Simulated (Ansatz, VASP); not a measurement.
**Sc in VASP and in Ansatz**

The input POSCAR:

```
Sc
1.0
    2.9218885754      0.0000000000      0.0000000000
    0.0000000000      2.9218885754      0.0000000000
    0.0000000000      0.0000000000      2.9218885754
Sc
1
Direct
    0.0000000000      0.0000000000      0.0000000000
```

File INCAR.step1:

```
SYSTEM = Sc
PREC = Accurate ; ENCUT = 520
ISMEAR = -1 ; SIGMA = 0.1
LREAL = .False. ; LASPH = .True.
NELM = 60 ; NBANDS = 12
GGA = PE ; ALGO = Normal
EDIFF = 1E-4 ; LWAVE = .True.
LCHARG = .False.
```

Contents of INCAR.step2:

```
SYSTEM = Sc
PREC = Accurate ; ENCUT = 520
EDIFF = 1E-6 ; ISMEAR = -1
SIGMA = 0.1 ; LREAL = .False.
LASPH = .True. ; NELM = 60
ALGO = Normal ; ISIF = 2
LWAVE = .False. ; LCHARG = .False.
METAGGA = R2SCAN ; LMIXTAU = .True.
NBANDS = 12 ; ISTART = 1
```

File KPOINTS:

```
Automatic mesh
0
Gamma
  12 12 12
  0 0 0
```

Input for Ansatz:

```yaml
crystal:
  lattice:
    - [2.9218885754, 0.0, 0.0]
    - [0.0, 2.9218885754, 0.0]
    - [0.0, 0.0, 2.9218885754]
  atoms:
    - { symbol: Sc, position: [0.0, 0.0, 0.0] }
hamiltonian:
  xc: r2scan
  pseudopotentials:
    kind: paw
    azcp:
      Sc: "pseudopotentials/Sc.paw.azcp"
basis:
  ecutwfc: 500
  fft_grid_basis: typed
kpoints:
  mp_grid: { grid: [12, 12, 12], shift: [0, 0, 0] }
magnetization:
  spin_polarized: false
scf:
  occupations: { method: fermi_dirac, width: 0.1 }
  lower_state_search: "off"
output:
  stress: true
```

Alike in both runs: task single point; functional r2SCAN; k mesh 12 × 12 × 12; occupations fermi-dirac, width 0.1 eV; no spin polarisation.

|  | VASP | Ansatz |
| --- | --- | --- |
| version | VASP 6.6.1 | Ansatz 0.2.0 |
| potentials or method | VASP PAW PBE potentials, release 64 (Sc_sv), cutoff 520 eV | plane waves (500 eV) with PAW, scalar-relativistic |
| valence electrons in the cell | 11 | 11 |

VASP gave:

| Quantity | Value |
| --- | --- |
| pressure (GPa) | 1.6 |

Estimate Ansatz's values.

pressure (GPa): 1.4.

VASP's potentials were made for PBE, not for r2SCAN. The functional is the same, so the differences come from potentials, cutoffs and numerics.
